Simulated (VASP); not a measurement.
A run of VASP 6.6.1:

File INCAR:

```
SYSTEM = Li
PREC = Accurate
ENCUT = 520
EDIFF = 1E-6
ISMEAR = -1
SIGMA = 0.05
LREAL = .FALSE.
LASPH = .TRUE.
NELM = 100
ALGO = Normal
ISIF = 2
LWAVE = .FALSE.
LCHARG = .TRUE.
GGA = PE
LELF = .TRUE.
LVHAR = .TRUE.
NBANDS = 10
```

Contents of KPOINTS:

```
regular mesh
0
G
  16 16 9
  0 0 0
```

File POSCAR:

```
Li
1.0
    3.0544211484      0.0000000000      0.0000000000
   -1.5272105742      2.6452063084      0.0000000000
    0.0000000000      0.0000000000      4.9952014055
Li
2
Direct
    0.3333333333      0.6666666667      0.2500000000
    0.6666666667      0.3333333333      0.7500000000
```

Potentials or basis: VASP PAW PBE potentials, release 64 (Li_sv).

Run with:

```sh
$ cat potpaw_PBE.64/Li_sv/POTCAR > POTCAR
$ mpirun -np 1 vasp_std > vasp.out
```

Hardware: 1 thread of AMD EPYC 9R14 (Zen 4) (shared host).

Problem. How long does it take, and how much memory?

Solution. Run time: 27 s on 1 thread of AMD EPYC 9R14 (Zen 4), with other jobs on the host, peak memory 0.15 GiB. Counts: scf iterations 11, k points 150.
